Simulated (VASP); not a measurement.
Runs of VASP 6.6.1 on GaGe. The structure is that of space group F-43m (No. 216), or close to it. The cells are those of the table. 

```csv
cell,gap on the mesh (eV),pressure (GPa)
"a = 4.098 Å, angles 60.0°, 2 atoms",none,-1.5
"a = 4.024 Å, angles 60.0°, 2 atoms",none,(a)
"a = 4.170 Å, angles 60.0°, 2 atoms",none,-3.5
"a = 3.986 Å, angles 60.0°, 2 atoms",none,3.2
"a = 4.205 Å, angles 60.0°, 2 atoms",none,-4.3
"a = 4.061 Å, angles 60.0°, 2 atoms",none,(b)
"a = 4.134 Å, angles 60.0°, 2 atoms",none,-2.6
```

Alike in all rows: task single point; level PBE+D3(BJ); potentials or basis VASP PAW PBE potentials, release 64 (Ga_d, Ge_d); no spin polarisation; k mesh 7 × 7 × 7; cutoff (eV) 520; smearing methfessel-paxton 0.15 eV.

**Question.** Fill in the values left out.

**Answer.** (a) 1.4; (b) -0.2.

Caveats: three body term missing; pairwise dispersion overbinds metals, which lowers pressure and volume.

A k mesh can miss the band edges, and the runs leave out spin-orbit coupling on Ga, Ge.

A gap of «none» marks levels without a gap at the run's occupations.
